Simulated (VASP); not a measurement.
SnO, 4 atoms in the cell. Symmetry: P4/nmm, No. 129, tetragonal system. Conventional cell: a = 3.766 Å, b = 3.766 Å, c = 4.654 Å, α = 90.00°, β = 90.00°, γ = 90.00°. Sn (site symmetry 4mm) has 4 O at 2.20 Å within 2.9 Å. O (site symmetry -4m2) has 4 Sn at 2.20 Å and 4 O at 2.66 Å within 2.9 Å. 

```yaml
Program: VASP 6.6.1
Task: elastic constants
Functional: LDA
Potentials_or_basis: VASP PAW LDA potentials, release 64 (Sn_d, O)
Cutoff: 600 eV
k_mesh: 8 × 8 × 6
Occupations: fermi-dirac, width 0.08 eV
Spin: no spin polarisation
Dipole_correction: no
Ions_in_elastic_constants: relaxed
Further_INCAR_settings: ALGO = Normal; EDIFF = 1e-08; NBANDS = 28; IBRION = 6; POTIM = 0.015; NSW = 1; ISIF = 3
```

Potentials or basis: VASP PAW LDA potentials, release 64 (Sn_d, O).

The run is started by

```bash
$ cat potpaw_LDA.64/Sn_d/POTCAR potpaw_LDA.64/O/POTCAR > POTCAR
$ mpirun -np 4 vasp_std > vasp.out
```

Hardware: 4 MPI ranks on AMD EPYC 9R45 96-Core Processor (Zen 5), with other jobs on the host.

**Question.** How long does it take, and how much memory?

**Answer.** Run time: 8.3 min on 4 MPI ranks on AMD EPYC 9R45 96-Core Processor (Zen 5), with other jobs on the host, peak memory 0.49 GiB a rank. Counts: scf iterations 226, k points 60.
